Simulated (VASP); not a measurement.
# GaP (F-43m) in VASP: a series of runs

GaP is run at these levels: PBE+D3(BJ); tasks: single point, relaxation of cell and atoms.

Program: VASP 6.6.1. These are calculated values, not measurements. Logs are shortened: lines on timing, memory, paths and dates and some standing lists are left out, and cuts for length are marked.

**Experimental background.**

From “Stacking defects in GaP nanowires: Electronic structure and optical properties”, 2018, arxiv:1810.01194, for a bulk crystal of GaP at 10 K: band gap 2.34 eV (indirect).

The runs below are set against these values where they give the same quantity.

## Step 1: The cell of the first run

Symmetry: F-43m, No. 216, cubic system. The conventional cell has a = 5.446 Å, b = 5.446 Å, c = 5.446 Å, α = 90.00°, β = 90.00°, γ = 90.00°. Ga (site symmetry -43m) has 4 P at 2.36 Å within 3.1 Å. Within 3.1 Å of P (site symmetry -43m) lie 4 Ga at 2.36 Å.

## Step 2: Single point, PBE+D3(BJ)

INCAR

```
SYSTEM = GaP
PREC     = Accurate       ! precision mode
ENCUT    = 520            ! plane-wave cutoff, eV
EDIFF    = 1E-6           ! SCF threshold, eV
ISMEAR   = 0              ! smearing method
SIGMA    = 0.02           ! smearing width, eV
LREAL    = .FALSE.        ! projectors in reciprocal space
LASPH    = .TRUE.         ! aspherical terms in the spheres
NELM     = 80             ! most SCF steps
ALGO     = Normal         ! electronic algorithm
ISIF     = 2              ! what is computed and relaxed
LWAVE    = .FALSE.        ! write WAVECAR
LCHARG   = .FALSE.        ! write CHGCAR
GGA      = PE             ! functional
IVDW     = 12             ! dispersion correction
NBANDS   = 16             ! bands
```

KPOINTS

```
regular mesh
0
G
  8 8 8
  0 0 0
```

POSCAR

```
GaP
1.0
    0.0000000000      2.7229174120      2.7229174120
    2.7229174120      0.0000000000      2.7229174120
    2.7229174120      2.7229174120      0.0000000000
Ga P
1 1
Direct
    0.0000000000      0.0000000000      0.0000000000
    0.7500000000      0.7500000000      0.7500000000
```

Potentials or basis: VASP PAW PBE potentials, release 64 (Ga_d, P).

Command:

```console
cat potpaw_PBE.64/Ga_d/POTCAR potpaw_PBE.64/P/POTCAR > POTCAR
mpirun -np 1 vasp_std > vasp.out
```

OUTCAR:

```text
SYSTEM = GaP
   PREC = Accurate
   ENCUT = 520
   EDIFF = 1E-6
   ISMEAR = 0
   LREAL = .FALSE.
   LASPH = .TRUE.
   NELM = 80
   ISIF = 2
   GGA = PE
   IVDW = 12
 IVDW          = 12

 ion  position               nearest neighbor table
   1  0.000  0.000  0.000-   2 2.36   2 2.36   2 2.36   2 2.36
   2  0.750  0.750  0.750-   1 2.36   1 2.36   1 2.36   1 2.36

  LATTYP: Found a face centered cubic cell.
 ALAT       =     5.4458348240

  Lattice vectors:

 A1 = (   0.0000000000,   2.7229174120,   2.7229174120)
 A2 = (   2.7229174120,   0.0000000000,   2.7229174120)
 A3 = (   2.7229174120,   2.7229174120,   0.0000000000)

Analysis of symmetry for initial positions (statically):
=====================================================================
 Subroutine PRICEL returns:
 Original cell was already a primitive cell.

 Routine SETGRP: Setting up the symmetry group for a
 face centered cubic supercell.

 Subroutine GETGRP returns: Found 24 space group operations
 (whereof 24 operations were pure point group operations)
 out of a pool of 48 trial point group operations.

The static configuration has the point symmetry T_d .

Analysis of symmetry for dynamics (positions and initial velocities):
=====================================================================
 Subroutine PRICEL returns:
 Original cell was already a primitive cell.

 Routine SETGRP: Setting up the symmetry group for a
 face centered cubic supercell.

 Subroutine GETGRP returns: Found 24 space group operations
 (whereof 24 operations were pure point group operations)
 out of a pool of 48 trial point group operations.

The dynamic configuration has the point symmetry T_d .

 Subroutine INISYM returns: Found 24 space group operations
 (whereof 24 operations are pure point group operations),
 and found     1 'primitive' translations

----------------------------------------------------------------------------------------

                                     Primitive cell

  volume of cell :      40.3769

  direct lattice vectors                    reciprocal lattice vectors
     0.000000000  2.722917412  2.722917412    -0.183626576  0.183626576  0.183626576
     2.722917412  0.000000000  2.722917412     0.183626576 -0.183626576  0.183626576
     2.722917412  2.722917412  0.000000000     0.183626576  0.183626576 -0.183626576

  length of vectors
     3.850786733  3.850786733  3.850786733     0.318050559  0.318050559  0.318050559

  position of ions in fractional coordinates (direct lattice)
     0.000000000  0.000000000  0.000000000
     0.750000000  0.750000000  0.750000000

  ion indices of the primitive-cell ions
   primitive index   ion index
                 1           1
                 2           2

----------------------------------------------------------------------------------------

 KPOINTS: regular mesh

Automatic generation of k-mesh.
 Grid dimensions read from file:
 generate k-points for:    8    8    8

 Generating k-lattice:

  Cartesian coordinates                     Fractional coordinates (reciprocal lattice)
    -0.022953322  0.022953322  0.022953322     0.125000000  0.000000000  0.000000000
     0.022953322 -0.022953322  0.022953322     0.000000000  0.125000000  0.000000000
     0.022953322  0.022953322 -0.022953322     0.000000000  0.000000000  0.125000000

  Length of vectors
     0.039756320  0.039756320  0.039756320

  Shift w.r.t. Gamma in fractional coordinates (k-lattice)
     0.000000000  0.000000000  0.000000000

 Subroutine IBZKPT returns following result:
 ===========================================

 Found     29 irreducible k-points:

 Following reciprocal coordinates:
            Coordinates               Weight
  0.000000  0.000000  0.000000      1.000000
  0.125000  0.000000  0.000000      8.000000
  0.250000  0.000000  0.000000      8.000000
  0.375000  0.000000  0.000000      8.000000
  0.500000  0.000000  0.000000      4.000000
  0.125000  0.125000  0.000000      6.000000
[... 16 lines left out ...]
  0.500000  0.250000  0.125000     48.000000
 -0.375000  0.250000  0.125000     24.000000
 [... further k-points ...]
   k-points           NKPTS =     29   k-points in BZ     NKDIM =     29   number of bands    NBANDS=     16
   number of dos      NEDOS =    301   number of ions     NIONS =      2
   total plane-waves  NPLWV =  27000
   dimension x,y,z NGX =    30 NGY =   30 NGZ =   30
   dimension x,y,z NGXF=    60 NGYF=   60 NGZF=   60
   ions per type =               1   1
   NGX,Y,Z   is equivalent  to a cutoff of  12.95, 12.95, 12.95 a.u.
   NGXF,Y,Z  is equivalent  to a cutoff of  25.90, 25.90, 25.90 a.u.
 SYSTEM =  GaP
   PREC   = accura    normal or accurate (medium, high low for compatibility)
   ISTART =      0    job   : 0-new  1-cont  2-samecut
   ICHARG =      2    charge: 1-file 2-atom 10-const
   ISPIN  =      1    spin polarized calculation?
   LNONCOLLINEAR =      F non collinear calculations
   LSORBIT =      F    spin-orbit coupling
   LASPH  =      T    aspherical Exc in radial PAW
   ENCUT  =  520.0 eV  38.22 Ry    6.18 a.u.   7.16  7.16  7.16*2*pi/ulx,y,z
   NELM   =     80;   NELMIN=  2; NELMDL= -5     # of ELM steps
   EDIFF  = 0.1E-05   stopping-criterion for ELM
   LREAL  =      F    real-space projection
   EDIFFG = 0.1E-04   stopping-criterion for IOM
   NSW    =      0    number of steps for IOM
   IBRION =     -1    ionic relax: 0-MD 1-quasi-New 2-CG
   NFREE  =      0    steps in history (QN), initial steepest desc. (CG)
   ISIF   =      2    stress and relaxation
   ISYM   =      2    0-nonsym 1-usesym 2-fastsym
   POTIM  = 0.5000    time-step for ionic-motion
   TEBEG  =    0.0;   TEEND  =   0.0 temperature during run
   PSTRESS=    0.0 pullay stress
   NELECT =      18.0000    total number of electrons
   NUPDOWN=      -1.0000    fix difference up-down
   EMIN   =  10.00;   EMAX   =-10.00  energy-range for DOS
   EFERMI =   0.00;   METHOD = LEGACY
   ISMEAR =     0;   SIGMA  =   0.02  broadening in eV -4-tet -1-fermi 0-gaus
   EFERMI_NEDOS =   21; number of points for ismear=-14 and -15
   IALGO  =     38    algorithm
   IMIX   =      4    mixing-type and parameters
     AMIX     =   0.40;   BMIX     =  1.00
     AMIX_MAG =   1.60;   BMIX_MAG =  1.00
  volume/ion in A,a.u.               =      20.19       136.24
  Fermi-wavevector in a.u.,A,eV,Ry     =   1.250608  2.363306 21.279789  1.564020
  Thomas-Fermi vector in A             =   2.384594
   LORBIT       =      0    0 simple, 1 ext, 2 COOP (PROOUT), +10 PAW based schemes
   GGA     = PE    functional components
   LHFCALC =     F    Hartree Fock is set to
   AEXX    =    0.0000 exact exchange contribution
   IVDW    =    12    specifies the selected vdW correction
   LEPSILON=     F    determine dielectric tensor
   LRPA    =     F    only Hartree local field effects (RPA)
 non-spin polarized calculation
 Gauss-broadening in eV      SIGMA  =   0.02
  energy-cutoff  :      520.00
  volume of cell :       40.38
 maximum number of plane-waves:      1106
 NGX is ok and might be reduce to    30
   NGX = 15   NGY = 15   NGZ = 15

 number of electron      17.9999988 magnetization

 Free energy of the ion-electron system (eV)
  ---------------------------------------------------
  ext. energy  EPLUGINS =         0.00000000
  ---------------------------------------------------
  free energy    TOTEN  =        -9.11443038 eV

  energy without entropy =       -9.11443038  energy(sigma->0) =       -9.11443038

 E-fermi :   4.8076     XC(G=0):  -9.8447

 val. band max:        4.6784982397   @ k =   0.0000   0.0000   0.0000
 cond. band min:       6.3162912398   @ k =   0.3750   0.3750   0.0000
 fundamental gap:      1.6377930001
 Fermi energy:         4.8075578907

 k-point     1 :       0.0000    0.0000    0.0000
  band No.  band energies     occupation
      1      -9.8766      2.00000
      2      -9.8766      2.00000
      3      -9.8766      2.00000
      4      -9.7761      2.00000
      5      -9.7761      2.00000
      6      -7.8326      2.00000
[... 8 lines left out ...]
     15      14.4696      0.00000
     16      14.4696      0.00000

 k-point     2 :       0.1250    0.0000    0.0000
  band No.  band energies     occupation
      1      -9.8905      2.00000
      2      -9.8719      2.00000
      3      -9.8719      2.00000
      4      -9.7762      2.00000
      5      -9.7762      2.00000
      6      -7.6294      2.00000
[... 8 lines left out ...]
     15      13.8456      0.00000
     16      14.3930      0.00000

 k-point     3 :       0.2500    0.0000    0.0000
  band No.  band energies     occupation
      1      -9.9210      2.00000
      2      -9.8618      2.00000
      3      -9.8618      2.00000
      4      -9.7748      2.00000
      5      -9.7748      2.00000
      6      -7.0539      2.00000
[... 8 lines left out ...]
     15      13.6631      0.00000
     16      14.6145      0.00000

 k-point     4 :       0.3750    0.0000    0.0000
  band No.  band energies     occupation
      1      -9.9484      2.00000
      2      -9.8540      2.00000
      3      -9.8540      2.00000
      4      -9.7711      2.00000
      5      -9.7711      2.00000
      6      -6.2509      2.00000
[... 8 lines left out ...]
     15      14.8638      0.00000
     16      14.8638      0.00000
[... 324 lines left out ...]
 k-point    22 :       0.3750    0.2500    0.1250
  band No.  band energies     occupation
      1      -9.9444      2.00000
      2      -9.8497      2.00000
      3      -9.8457      2.00000
      4      -9.7870      2.00000
      5      -9.7670      2.00000
      6      -6.5645      2.00000
[... 8 lines left out ...]
     15      15.8107      0.00000
     16      17.1186      0.00000

 k-point    23 :       0.5000    0.2500    0.1250
  band No.  band energies     occupation
      1      -9.9599      2.00000
      2      -9.8460      2.00000
      3      -9.8365      2.00000
      4      -9.7849      2.00000
      5      -9.7671      2.00000
      6      -5.8079      2.00000
[... 8 lines left out ...]
     15      16.2369      0.00000
     16      17.5248      0.00000

 k-point    24 :      -0.3750    0.2500    0.1250
  band No.  band energies     occupation
      1      -9.9656      2.00000
      2      -9.8454      2.00000
      3      -9.8333      2.00000
      4      -9.7813      2.00000
      5      -9.7687      2.00000
      6      -5.3507      2.00000
[... 8 lines left out ...]
     15      16.6928      0.00000
     16      17.2034      0.00000

 [... further k-points ...]

------------------------ aborting loop because EDIFF is reached ----------------------------------------

 Edisp (eV)   -0.63476

 E8    (eV) :    -0.2692

  FORCE on cell =-STRESS in cart. coord.  units (eV):
  Direction    XX          YY          ZZ          XY          YZ          ZX
  --------------------------------------------------------------------------------------
  -------------------------------------------------------------------------------------
  Total      -0.02151    -0.02151    -0.02151    -0.00000    -0.00000     0.00000
  in kB      -0.85370    -0.85370    -0.85370    -0.00000    -0.00000     0.00000
  external pressure =       -0.85 kB  Pullay stress =        0.00 kB

 VOLUME and BASIS-vectors are now :
 -----------------------------------------------------------------------------
  energy-cutoff  :      520.00
  volume of cell :       40.38
      direct lattice vectors                 reciprocal lattice vectors
     0.000000000  2.722917412  2.722917412    -0.183626576  0.183626576  0.183626576
     2.722917412  0.000000000  2.722917412     0.183626576 -0.183626576  0.183626576
     2.722917412  2.722917412  0.000000000     0.183626576  0.183626576 -0.183626576

 POSITION                                       TOTAL-FORCE (eV/Angst)
 -----------------------------------------------------------------------------------
      0.00000      0.00000      0.00000         0.000000      0.000000      0.000000
      4.08438      4.08438      4.08438        -0.000000     -0.000000     -0.000000
 -----------------------------------------------------------------------------------
    total drift:                               -0.000002     -0.000002     -0.000002

  FREE ENERGIE OF THE ION-ELECTRON SYSTEM (eV)
  ---------------------------------------------------
  free  energy   TOTEN  =        -9.7491891171 eV

  energy  without entropy=       -9.7491891171  energy(sigma->0) =       -9.74918912
```

Wall time 21 s (1 thread of Intel Xeon Platinum 8375C at 2.90GHz (Ice Lake), shared host); peak memory 0.18 GiB.

What came out:

```
Free energy                : -9.7492 eV
Pressure                   : -0.1 GPa
Band gap on the k mesh     : 1.64 eV, indirect (least direct gap 1.85 eV)
Dispersion energy per atom : -0.317 eV
```

## Step 3: Relaxation of cell and atoms, PBE+D3(BJ)

This run uses another cell than the first one, of 20.24 Å³/atom, 1.003 times its volume.

INCAR

```
PREC = Accurate
ENCUT = 600
EDIFF = 1E-7
ISMEAR = 0
SIGMA = 0.02
LREAL = False
LASPH = True
NELM = 100
ALGO = Normal
ISIF = 3
LWAVE = False
LCHARG = False
GGA = PE
IVDW = 12
IBRION = 2
NSW = 100
EDIFFG = -0.005
```

KPOINTS

```
Automatic mesh
0
Gamma
  8 8 8
```

POSCAR

```
GaP
1.0
    0.0000000000      2.7252500000      2.7252500000
    2.7252500000      0.0000000000      2.7252500000
    2.7252500000      2.7252500000      0.0000000000
Ga P
1 1
Direct
    0.0000000000      0.0000000000      0.0000000000
    0.7500000000      0.7500000000      0.7500000000
```

Potentials or basis: VASP PAW PBE potentials, release 64 (Ga_d, P).

Command:

```console
cat potpaw_PBE.64/Ga_d/POTCAR potpaw_PBE.64/P/POTCAR > POTCAR
mpirun -np 1 vasp_std > vasp.out
```

It took 34 s on 1 thread of Intel Xeon Platinum 8375C at 2.90GHz (Ice Lake), shared host; peak memory 0.2 GiB.

Results (log left out):

- Free energy: -9.7491 eV
- Relaxed volume: 20.18 Å³/atom
- Relaxed cell: a = 3.850 Å, b = 3.850 Å, c = 3.850 Å, α = 60.00°, β = 60.00°, γ = 60.00°
- Space group after relaxing (to 0.05 Å): F-43m (No. 216)
- Energy gained by relaxing: 0.1 meV/atom
- Ionic steps: 3
- Pressure after relaxing: 0.0 GPa
- Band gap on the k mesh: 1.64 eV, indirect (least direct gap 1.85 eV)
- Dispersion energy per atom: -0.318 eV

The path:
```
step  energy change (eV)  largest force (eV/Å)  pressure (GPa)  volume (Å³)
   1              0.0000                0.0000           -0.25        40.48
   2             -0.0001                0.0000            0.16        40.29
   3             -0.0001                0.0000           -0.01        40.35
```

Final structure:
```
CELL_PARAMETERS angstrom
0.00000 2.72237 2.72237
2.72237 0.00000 2.72237
2.72237 2.72237 0.00000
ATOMIC_POSITIONS crystal
Ga 0.00000 0.00000 0.00000
P 0.75000 0.75000 0.75000
```

Levels at points of the mesh, in eV from the valence-band top:
```tsv
k point	band 6	band 7	band 8	band 9	band 10	band 11	band 12	band 13
(0.00, 0.00, 0.00)	-12.52	0.00	0.00	0.00	1.85	3.89	3.89	3.89
(0.50, 0.00, 0.00)	-10.44	-6.65	-1.12	-1.12	1.68	4.72	4.72	8.29
(0.50, 0.50, 0.00)	-9.54	-6.77	-2.69	-2.69	1.65	1.82	10.62	10.62
```

A k mesh can miss the band edges.

## Step 4: How close it comes

Step 2. A measured gap of GaP is 2.34 eV (indirect; 10 K; quoted in “Stacking defects in GaP nanowires: Electronic structure and optical properties”, 2018, arxiv:1810.01194); the calculated 1.64 eV misses it by -0.70 eV. Spin-orbit coupling on Ga is left out. The value is that of PBE+D3(BJ) on a finite k mesh, which can miss the band edges, without temperature or zero-point motion. Semilocal functionals fall short of measured gaps as a rule.
